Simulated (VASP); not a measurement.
Si, 2 atoms in the cell. It takes space group R-3m (No. 166, trigonal). The conventional cell has a = 3.839 Å, b = 3.839 Å, c = 9.403 Å, α = 90.00°, β = 90.00°, γ = 120.00°. Si (site symmetry 3m) has 1 Si at 1.36 Å within 1.8 Å.  This cell differs from its parent crystal: shortest bond scaled by 0.58.

```yaml
Program: VASP 6.6.1
Task: single point
Functional: PBE
Potentials_or_basis: VASP PAW PBE potentials, release 64 (Si)
Cutoff: 520 eV
k_mesh: 10 × 10 × 10
Occupations: fermi-dirac, width 0.05 eV
Spin: no spin polarisation
Dipole_correction: no
Further_INCAR_settings: ALGO = Normal; EDIFF = 1e-06; NBANDS = 11
```

Potentials or basis: VASP PAW PBE potentials, release 64 (Si).

Launch:

```sh
$ cat potpaw_PBE.64/Si/POTCAR > POTCAR
$ mpirun -np 1 vasp_std > vasp.out
```

Hardware: 1 thread of AMD EPYC 7R13 (shared host).

**Question.** How long does it take, and how much memory?

**Answer.** Run time: 82 s on 1 thread of AMD EPYC 7R13 (shared host), peak memory 0.15 GiB. Counts: scf iterations 12, k points 116.
